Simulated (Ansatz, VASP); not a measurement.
## One calculation of GaN, two programs

```xyz
2
Lattice="0.0000 2.2368 2.2368 2.2368 0.0000 2.2368 2.2368 2.2368 0.0000" Properties=species:S:1:pos:R:3 pbc="T T T"
Ga    0.0000    0.0000    0.0000
N     3.3552    3.3552    3.3552
```

Change from the starting cell: hydrostatic strain -0.5%.

Alike in both runs: task single point; functional r2SCAN; k mesh 10 × 10 × 10; no spin polarisation.

|  | VASP | Ansatz |
| --- | --- | --- |
| version | VASP 6.6.1 | Ansatz 0.2.0 |
| potentials or method | VASP PAW PBE potentials, release 64 (Ga_d, N_h) | plane waves, PAW |
| plane-wave cutoff (eV) | 1460 | 500 |
| occupations | gaussian, width 0.01 eV | fixed |
| valence electrons in the cell | 18 | 18 |

VASP gave:

```
gap on the k mesh at the Fermi level (eV) : 2.27
pressure (GPa)                            : 4.5
```

Problem. What did Ansatz give for the same quantities?

Solution. gap on the k mesh at the Fermi level (eV): 2.28; pressure (GPa): 3.3.

VASP's potentials were made for PBE, not for r2SCAN.
